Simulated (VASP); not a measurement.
Here is a VASP 6.6.1 calculation.

The input INCAR:

```
  PREC = Accurate
  ENCUT = 600
  EDIFF = 1E-6
  ISMEAR = 0
  SIGMA = 0.1
  LREAL = F
  LASPH = T
  NELM = 80
  ALGO = Fast
  ISIF = 3
  LWAVE = F
  LCHARG = F
  GGA = PE
  IBRION = 2
  NSW = 100
  EDIFFG = -0.01
```

File KPOINTS:

```
Automatic mesh
0
Gamma
  20 20 20
```

POSCAR

```
Ca
1.0
   -1.9622092906      1.9622092906      2.7502181051
    1.9622092906     -1.9622092906      2.7502181051
    1.9622092906      1.9622092906     -2.7502181051
Ca
1
Direct
    0.5000000000      0.5000000000      0.0000000000
```

Potentials or basis: VASP PAW PBE potentials, release 64 (Ca_sv).

Run with:

```console
$ cat potpaw_PBE.64/Ca_sv/POTCAR > POTCAR
$ mpirun -np 1 vasp_std > vasp.out
```

Question: Predict the relaxed cell.

Answer: a = 3.905 Å, b = 3.905 Å, c = 3.905 Å, α = 119.73°, β = 119.73°, γ = 90.47°.

Question: Predict the space group after relaxing (to 0.1 Å).

Answer: Fm-3m (No. 225).

Question: Predict the relaxed volume.

Answer: 42.28 Å³/atom.

Question: Predict the band gap on the k mesh.

Answer: Zero (bands 5 and 6 overlap by 0.37 eV).

Final structure:
```
CELL_PARAMETERS angstrom
-1.96043 1.96043 2.74996
1.96043 -1.96043 2.74996
1.96043 1.96043 -2.74996
ATOMIC_POSITIONS crystal
Ca 0.50000 0.50000 0.00000
```
